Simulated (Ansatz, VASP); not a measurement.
## One calculation of NaCl, two programs

Contents of INCAR:

```
SYSTEM = NaCl
PREC = Accurate ; ENCUT = 600
EDIFF = 1E-7 ; ISMEAR = 0
SIGMA = 0.1 ; LREAL = .FALSE.
LASPH = .TRUE. ; NELM = 80
ALGO = Normal ; ISIF = 3
LWAVE = .FALSE. ; LCHARG = .FALSE.
GGA = PE ; IBRION = 2
NSW = 90 ; EDIFFG = -0.04
```

Contents of KPOINTS:

```
regular mesh
0
G
  4 4 4
  0 0 0
```

POSCAR

```
NaCl
1.0
    3.8181210800      0.0000000000      0.0000000000
    0.0000000000      3.8181210800      0.0000000000
    0.0000000000      0.0000000000      5.8593090900
Na Cl
1 1
Direct
    0.5000000000      0.5000000000      0.5000000000
    0.0000000000      0.0000000000      0.5000000000
```

Input for Ansatz:

```yaml
crystal:
  lattice:
    - [3.81812108, 0.0, 0.0]
    - [0.0, 3.81812108, 0.0]
    - [0.0, 0.0, 5.85930909]
  atoms:
    - { symbol: Na, position: [0.5, 0.5, 0.5] }
    - { symbol: Cl, position: [0.0, 0.0, 0.5] }
basis:
  ecutwfc: 420
kpoints:
  mp_grid: { grid: [4, 4, 4] }
hamiltonian:
  xc: pbe
scf:
  occupations: { method: gaussian, width: 0.1 }
  lower_state_search: "off"
output:
  forces: true
  stress: true
  eigenvalues: true
relax:
  adjacent_minimum: "off"
  f_tol: 0.04
  max_steps: 70
  cell: { stress_tol: 0.4 }
```

Alike in both runs: task relaxation of cell and atoms; functional PBE; k mesh 4 × 4 × 4; occupations gaussian, width 0.1 eV; no spin polarisation.

|  | VASP | Ansatz |
| --- | --- | --- |
| version | VASP 6.6.1 | Ansatz 0.2.0 |
| potentials or method | VASP PAW PBE potentials, release 64 (Na_pv, Cl), cutoff 600 eV | scalar-relativistic, plane waves, PAW |
| valence electrons in the cell | 14 | 16 |

```csv
,VASP,Ansatz,Ansatz less VASP
"gap on the k mesh at the Fermi level, each at its own relaxed structure (eV)",4.53,4.53,+0.007
relaxed volume (Å³/atom),43.23,43.13,-0.092
relaxed length of the cell vector where the two differ most in proportion (Å),3.841,3.836,-0.0050
```

VASP's potentials hold 14 valence electrons a cell and Ansatz's 16, so a difference there can come from the potentials and not from the codes.
